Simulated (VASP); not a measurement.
# MoF6 in VASP: single point with LDA

Aim: the single point of MoF6 with LDA.

Everything below comes from runs of VASP 6.6.1. Logs are shortened: lines on timing, memory, paths and dates and some standing lists are left out, and cuts for length are marked.

## Step 1: The cell of the first run

The typed cell holds 7 atoms: a = 5.486 Å, b = 5.486 Å, c = 5.486 Å, α = 109.47°, β = 109.47°, γ = 109.47°.

## Step 2: Single point, LDA

INCAR

```
PREC = Accurate
ENCUT = 1350
EDIFF = 1E-6
ISMEAR = 0
SIGMA = 0.01
LREAL = F
LASPH = T
NELM = 120
ALGO = Normal
ISIF = 2
LWAVE = F
LCHARG = F
NBANDS = 37
GGA_COMPAT = F
```

KPOINTS

```
Automatic mesh
0
Gamma
  2 2 2
  0.5 0.5 0.5
```

POSCAR

```
MoF6
1.0
   -3.1673430000      3.1673430000      3.1673430000
    3.1673430000     -3.1673430000      3.1673430000
    3.1673430000      3.1673430000     -3.1673430000
Mo F
1 6
Direct
    0.0011269918      0.0011307267      0.0022577184
    0.7144194770      0.7143432560      0.0022325647
    0.2878893087      0.2878130877      0.0022325647
   -0.1167364742      0.2634516329      0.1467151587
    0.1189828268      0.7388035958      0.8577864226
    0.7387874826     -0.1166992027      0.6220882799
    0.2634233873      0.1190499037      0.3824732910
```

Potentials or basis: VASP PAW LDA potentials, release 64 (Mo_sv, F_h).

Run with:

```
> cat potpaw_LDA.64/Mo_sv/POTCAR potpaw_LDA.64/F_h/POTCAR > POTCAR
> mpirun -np 1 vasp_std > vasp.out
```

OUTCAR:

```text
PREC = Accurate
   ENCUT = 1350
   EDIFF = 1E-6
   ISMEAR = 0
   LREAL = F
   LASPH = T
   NELM = 120
   ISIF = 2

 ion  position               nearest neighbor table
   1  0.001  0.001  0.002-   3 1.82   2 1.82   4 1.82   7 1.82   5 1.82   6 1.82
   2  0.714  0.714  0.002-   1 1.82
   3  0.288  0.288  0.002-   1 1.82
   4  0.883  0.263  0.147-   1 1.82
   5  0.119  0.739  0.858-   1 1.82
   6  0.739  0.883  0.622-   1 1.82
   7  0.263  0.119  0.382-   1 1.82

  LATTYP: Found a body centered cubic cell.
 ALAT       =     6.3346860000

  Lattice vectors:

 A1 = (  -3.1673430000,   3.1673430000,   3.1673430000)
 A2 = (   3.1673430000,  -3.1673430000,   3.1673430000)
 A3 = (   3.1673430000,   3.1673430000,  -3.1673430000)

Analysis of symmetry for initial positions (statically):
=====================================================================
 Subroutine PRICEL returns:
 Original cell was already a primitive cell.

 Routine SETGRP: Setting up the symmetry group for a
 body centered cubic supercell.

 Subroutine GETGRP returns: Found  2 space group operations
 (whereof  2 operations were pure point group operations)
 out of a pool of 48 trial point group operations.

The static configuration has the point symmetry C_1h.

Analysis of symmetry for dynamics (positions and initial velocities):
=====================================================================
 Subroutine PRICEL returns:
 Original cell was already a primitive cell.

 Routine SETGRP: Setting up the symmetry group for a
 body centered cubic supercell.

 Subroutine GETGRP returns: Found  2 space group operations
 (whereof  2 operations were pure point group operations)
 out of a pool of 48 trial point group operations.

The dynamic configuration has the point symmetry C_1h.

 Subroutine INISYM returns: Found  2 space group operations
 (whereof  2 operations are pure point group operations),
 and found     1 'primitive' translations

----------------------------------------------------------------------------------------

                                     Primitive cell

  volume of cell :     127.0999

  direct lattice vectors                    reciprocal lattice vectors
    -3.167343000  3.167343000  3.167343000     0.000000000  0.157861021  0.157861021
     3.167343000 -3.167343000  3.167343000     0.157861021  0.000000000  0.157861021
     3.167343000  3.167343000 -3.167343000     0.157861021  0.157861021  0.000000000

  length of vectors
     5.485999001  5.485999001  5.485999001     0.223249197  0.223249197  0.223249197

  position of ions in fractional coordinates (direct lattice)
     0.001126992  0.001130727  0.002257718
     0.714419477  0.714343256  0.002232565
     0.287889309  0.287813088  0.002232565
     0.883263526  0.263451633  0.146715159
     0.118982827  0.738803596  0.857786423
     0.738787483  0.883300797  0.622088280
     0.263423387  0.119049904  0.382473291

  ion indices of the primitive-cell ions
   primitive index   ion index
                 1           1
                 2           2
                 3           3
                 4           4
                 5           5
                 6           6
                 7           7

----------------------------------------------------------------------------------------

 KPOINTS: Automatic mesh

Automatic generation of k-mesh.
 Grid dimensions read from file:
 generate k-points for:    2    2    2

 Generating k-lattice:

  Cartesian coordinates                     Fractional coordinates (reciprocal lattice)
     0.000000000  0.078930511  0.078930511     0.500000000  0.000000000  0.000000000
     0.078930511  0.000000000  0.078930511     0.000000000  0.500000000  0.000000000
     0.078930511  0.078930511  0.000000000     0.000000000  0.000000000  0.500000000

  Length of vectors
     0.111624598  0.111624598  0.111624598

  Shift w.r.t. Gamma in fractional coordinates (k-lattice)
     0.500000000  0.500000000  0.500000000

 Subroutine IBZKPT returns following result:
 ===========================================

 Found      4 irreducible k-points:

 Following reciprocal coordinates:
            Coordinates               Weight
  0.250000  0.250000  0.250000      2.000000
 -0.250000  0.250000  0.250000      2.000000
  0.250000 -0.250000  0.250000      2.000000
  0.250000  0.250000 -0.250000      2.000000
   k-points           NKPTS =      4   k-points in BZ     NKDIM =      4   number of bands    NBANDS=     37
   number of dos      NEDOS =    301   number of ions     NIONS =      7
   total plane-waves  NPLWV = 343000
   dimension x,y,z NGX =    70 NGY =   70 NGZ =   70
   dimension x,y,z NGXF=   140 NGYF=  140 NGZF=  140
   ions per type =               1   6
   NGX,Y,Z   is equivalent  to a cutoff of  21.21, 21.21, 21.21 a.u.
   NGXF,Y,Z  is equivalent  to a cutoff of  42.43, 42.43, 42.43 a.u.
 SYSTEM =  unknown system
   PREC   = accura    normal or accurate (medium, high low for compatibility)
   ISTART =      0    job   : 0-new  1-cont  2-samecut
   ICHARG =      2    charge: 1-file 2-atom 10-const
   ISPIN  =      1    spin polarized calculation?
   LNONCOLLINEAR =      F non collinear calculations
   LSORBIT =      F    spin-orbit coupling
   LASPH  =      T    aspherical Exc in radial PAW
   ENCUT  = 1350.0 eV  99.22 Ry    9.96 a.u.  16.44 16.44 16.44*2*pi/ulx,y,z
   NELM   =    120;   NELMIN=  2; NELMDL= -5     # of ELM steps
   EDIFF  = 0.1E-05   stopping-criterion for ELM
   LREAL  =      F    real-space projection
   EDIFFG = 0.1E-04   stopping-criterion for IOM
   NSW    =      0    number of steps for IOM
   IBRION =     -1    ionic relax: 0-MD 1-quasi-New 2-CG
   NFREE  =      0    steps in history (QN), initial steepest desc. (CG)
   ISIF   =      2    stress and relaxation
   ISYM   =      2    0-nonsym 1-usesym 2-fastsym
   POTIM  = 0.5000    time-step for ionic-motion
   TEBEG  =    0.0;   TEEND  =   0.0 temperature during run
   PSTRESS=    0.0 pullay stress
   NELECT =      56.0000    total number of electrons
   NUPDOWN=      -1.0000    fix difference up-down
   EMIN   =  10.00;   EMAX   =-10.00  energy-range for DOS
   EFERMI =   0.00;   METHOD = LEGACY
   ISMEAR =     0;   SIGMA  =   0.01  broadening in eV -4-tet -1-fermi 0-gaus
   EFERMI_NEDOS =   21; number of points for ismear=-14 and -15
   IALGO  =     38    algorithm
   IMIX   =      4    mixing-type and parameters
     AMIX     =   0.40;   BMIX     =  1.00
     AMIX_MAG =   1.60;   BMIX_MAG =  1.00
  volume/ion in A,a.u.               =      18.16       122.53
  Fermi-wavevector in a.u.,A,eV,Ry     =   1.245726  2.354080 21.113962  1.551832
  Thomas-Fermi vector in A             =   2.379935
   LORBIT       =      0    0 simple, 1 ext, 2 COOP (PROOUT), +10 PAW based schemes
   GGA     = CA    functional components
   LHFCALC =     F    Hartree Fock is set to
   AEXX    =    0.0000 exact exchange contribution
   IVDW    =     0    specifies the selected vdW correction
   LEPSILON=     F    determine dielectric tensor
   LRPA    =     F    only Hartree local field effects (RPA)
 non-spin polarized calculation
 Gauss-broadening in eV      SIGMA  =   0.01
  energy-cutoff  :     1350.00
  volume of cell :      127.10
 maximum number of plane-waves:     14288
 NGX is ok and might be reduce to    70
   NGX = 33   NGY = 33   NGZ = 33

 number of electron      56.0000000 magnetization

 Free energy of the ion-electron system (eV)
  ---------------------------------------------------
  ext. energy  EPLUGINS =         0.00000000
  ---------------------------------------------------
  free energy    TOTEN  =       -43.27856736 eV

  energy without entropy =      -43.27856736  energy(sigma->0) =      -43.27856736

 E-fermi :  -4.6970     XC(G=0):  -8.1212

 val. band max:       -4.8310839130   @ k =  -0.2500   0.2500   0.2500
 cond. band min:      -0.3439571951   @ k =   0.2500   0.2500  -0.2500
 fundamental gap:      4.4871267178
 Fermi energy:        -4.6969834691

 k-point     1 :       0.2500    0.2500    0.2500
  band No.  band energies     occupation
      1     -65.1304      2.00000
      2     -39.6257      2.00000
      3     -39.6136      2.00000
      4     -39.6135      2.00000
      5     -24.6911      2.00000
      6     -24.6800      2.00000
      7     -24.6535      2.00000
      8     -23.7363      2.00000
      9     -23.7191      2.00000
     10     -23.7191      2.00000
     11      -8.6837      2.00000
     12      -8.5118      2.00000
     13      -8.1213      2.00000
     14      -8.1212      2.00000
     15      -8.0331      2.00000
     16      -7.0032      2.00000
     17      -6.2604      2.00000
     18      -6.1316      2.00000
     19      -6.1315      2.00000
     20      -5.6910      2.00000
     21      -5.6168      2.00000
     22      -5.6166      2.00000
     23      -5.5339      2.00000
     24      -5.4769      2.00000
     25      -5.4769      2.00000
     26      -4.8833      2.00000
     27      -4.8832      2.00000
     28      -4.8328      2.00000
     29      -0.3093      0.00000
     30      -0.3092      0.00000
     31      -0.2672      0.00000
     32       4.5116      0.00000
     33       4.8864      0.00000
     34       7.0737      0.00000
     35       7.0739      0.00000
     36       7.3954      0.00000
     37       7.8702      0.00000

 k-point     2 :      -0.2500    0.2500    0.2500
  band No.  band energies     occupation
      1     -65.1304      2.00000
      2     -39.6255      2.00000
      3     -39.6136      2.00000
      4     -39.6135      2.00000
      5     -24.7405      2.00000
      6     -24.6987      2.00000
      7     -24.6807      2.00000
      8     -23.7182      2.00000
      9     -23.7020      2.00000
     10     -23.6354      2.00000
     11      -8.8777      2.00000
     12      -8.6991      2.00000
     13      -8.0859      2.00000
     14      -8.0747      2.00000
     15      -8.0680      2.00000
     16      -7.2768      2.00000
     17      -6.1702      2.00000
     18      -6.1037      2.00000
     19      -6.0256      2.00000
     20      -5.6203      2.00000
     21      -5.5694      2.00000
     22      -5.5481      2.00000
     23      -5.5346      2.00000
     24      -5.4373      2.00000
     25      -5.1938      2.00000
     26      -4.8609      2.00000
     27      -4.8499      2.00000
     28      -4.8311      2.00000
     29      -0.3031      0.00000
     30      -0.2593      0.00000
     31      -0.2489      0.00000
     32       4.4339      0.00000
     33       4.4862      0.00000
     34       5.4335      0.00000
     35       8.4411      0.00000
     36       8.8710      0.00000
     37       9.2416      0.00000

 k-point     3 :       0.2500   -0.2500    0.2500
  band No.  band energies     occupation
      1     -65.1304      2.00000
      2     -39.6255      2.00000
      3     -39.6135      2.00000
      4     -39.6135      2.00000
      5     -24.7405      2.00000
      6     -24.6988      2.00000
      7     -24.6807      2.00000
      8     -23.7182      2.00000
      9     -23.7021      2.00000
     10     -23.6354      2.00000
     11      -8.8777      2.00000
     12      -8.6992      2.00000
     13      -8.0858      2.00000
     14      -8.0747      2.00000
     15      -8.0681      2.00000
     16      -7.2768      2.00000
     17      -6.1702      2.00000
     18      -6.1037      2.00000
     19      -6.0256      2.00000
     20      -5.6202      2.00000
     21      -5.5694      2.00000
     22      -5.5480      2.00000
     23      -5.5346      2.00000
     24      -5.4374      2.00000
     25      -5.1938      2.00000
     26      -4.8609      2.00000
     27      -4.8499      2.00000
     28      -4.8311      2.00000
     29      -0.3031      0.00000
     30      -0.2593      0.00000
     31      -0.2489      0.00000
     32       4.4339      0.00000
     33       4.4862      0.00000
     34       5.4336      0.00000
     35       8.4412      0.00000
     36       8.8712      0.00000
     37       9.2415      0.00000

 k-point     4 :       0.2500    0.2500   -0.2500
  band No.  band energies     occupation
      1     -65.1304      2.00000
      2     -39.6257      2.00000
      3     -39.6135      2.00000
      4     -39.6135      2.00000
      5     -24.7095      2.00000
      6     -24.6879      2.00000
      7     -24.6540      2.00000
      8     -23.7361      2.00000
      9     -23.7031      2.00000
     10     -23.7031      2.00000
     11      -8.7139      2.00000
     12      -8.5471      2.00000
     13      -8.1116      2.00000
     14      -8.1115      2.00000
     15      -8.0977      2.00000
     16      -7.0696      2.00000
     17      -6.2763      2.00000
     18      -6.0958      2.00000
     19      -6.0958      2.00000
     20      -5.7282      2.00000
     21      -5.5463      2.00000
     22      -5.5190      2.00000
     23      -5.5189      2.00000
     24      -5.4235      2.00000
     25      -5.4234      2.00000
     26      -4.9130      2.00000
     27      -4.8656      2.00000
     28      -4.8656      2.00000
     29      -0.3440      0.00000
     30      -0.2964      0.00000
     31      -0.2963      0.00000
     32       4.5144      0.00000
     33       4.6133      0.00000
     34       5.5734      0.00000
     35       8.3179      0.00000
     36       8.8611      0.00000
     37       8.8615      0.00000

------------------------ aborting loop because EDIFF is reached ----------------------------------------

  FORCE on cell =-STRESS in cart. coord.  units (eV):
  Direction    XX          YY          ZZ          XY          YZ          ZX
  --------------------------------------------------------------------------------------
  -------------------------------------------------------------------------------------
  Total       -0.3518960     -0.3504645     -0.0975480     -0.0007830      0.0000000      0.0000000
  in kB       -4.4358786     -4.4178339     -1.2296561     -0.0098703      0.0000000      0.0000000
  external PRESSURE =      -3.3611229 kB  Pullay stress =       0.0000000 kB

 VOLUME and BASIS-vectors are now :
 -----------------------------------------------------------------------------
  energy-cutoff  :     1350.00
  volume of cell :      127.10
      direct lattice vectors                 reciprocal lattice vectors
    -3.167343000  3.167343000  3.167343000     0.000000000  0.157861021  0.157861021
     3.167343000 -3.167343000  3.167343000     0.157861021  0.000000000  0.157861021
     3.167343000  3.167343000 -3.167343000     0.157861021  0.157861021  0.000000000

 POSITION                                       TOTAL-FORCE (eV/Angst)
 -----------------------------------------------------------------------------------
      0.00716      0.00714      0.00000        -0.000409     -0.000197     -0.000000
      0.00683      0.00731      4.51831        -0.000031     -0.000513     -0.170349
      0.00683      0.00731      1.81638        -0.000031     -0.000513      0.170349
     -1.49846      2.42785      3.16734         0.141599     -0.079005      0.000000
      4.68009      0.75372      0.00000        -0.141458      0.079663     -0.000000
      2.42809      1.51264      3.16734        -0.078947     -0.141432     -0.000000
      0.75414      1.66870      0.00000         0.079277      0.141998     -0.000000
 -----------------------------------------------------------------------------------
    total drift:                               -0.000019     -0.000083     -0.000000

  FREE ENERGIE OF THE ION-ELECTRON SYSTEM (eV)
  ---------------------------------------------------
  free  energy   TOTEN  =       -43.2785673647 eV

  energy  without entropy=      -43.2785673647  energy(sigma->0) =      -43.27856736
```

It took 62 s on 1 thread of AMD EPYC 9R45 (Zen 5), shared host; peak memory 0.44 GiB.

Results:

- Free energy: -43.2786 eV
- Pressure: -0.3 GPa
- Largest force: 0.170 eV/Å
- Band gap on the k mesh: 4.49 eV (least direct gap 4.52 eV)

Forces on the atoms (eV/Å):
```
Mo   0.000  0.000  0.000
F    0.000 -0.001 -0.170
F    0.000 -0.001  0.170
F    0.142 -0.079  0.000
F   -0.141  0.080  0.000
F   -0.079 -0.141  0.000
F    0.079  0.142  0.000
```

Caveat: the k points lie up to 0.70 Å⁻¹ apart; a shifted mesh leaves out Γ, where band edges can lie.
